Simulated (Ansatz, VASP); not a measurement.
Two plane-wave programs on Si3Ge

```
Si Ge
1.0
     5.53252    0.00140   -0.00067
     0.00138    5.53353   -0.00026
    -2.76764   -2.76782    5.52944
Si Ge
6 2
Direct
  0.50000 0.49997 0.99985
  0.62507 0.61695 0.75007
  0.12505 0.13313 0.75006
  0.74991 0.25002 0.49997
  0.38307 0.87494 0.25008
  0.86690 0.37497 0.25001
  0.99999 0.99996 0.99990
  0.25001 0.75005 0.50007
```

Change from the starting cell: cell x1, atoms moved at random (sigma 0.15 Å) and cell strained at random (1.5 %), then relaxed without symmetry.

Alike in both runs: functional PBE; k mesh 4 × 4 × 4; occupations gaussian, width 0.1 eV; no spin polarisation.

Ansatz relaxed the structure, and its values are those at the end. VASP's run is a single point on that final structure, the one shown.

|  | VASP | Ansatz |
| --- | --- | --- |
| version | VASP 6.6.1 | Ansatz 0.2.0 |
| potentials or method | VASP PAW PBE potentials, release 64 (Si, Ge_d), cutoff 520 eV | scalar-relativistic, plane waves, PAW |
| valence electrons in the cell | 52 | 52 |

Ansatz gave:

```
gap on the k mesh at the Fermi level (eV) : 0.60
least direct gap on the mesh (eV)         : 0.66
pressure (GPa)                            : 0.0
rms of the force components (eV/Å)        : 0.005
```

Q: Which values does VASP return?

A: gap on the k mesh at the Fermi level (eV): 0.61; least direct gap on the mesh (eV): 0.66; pressure (GPa): 0.0; rms of the force components (eV/Å): 0.005.
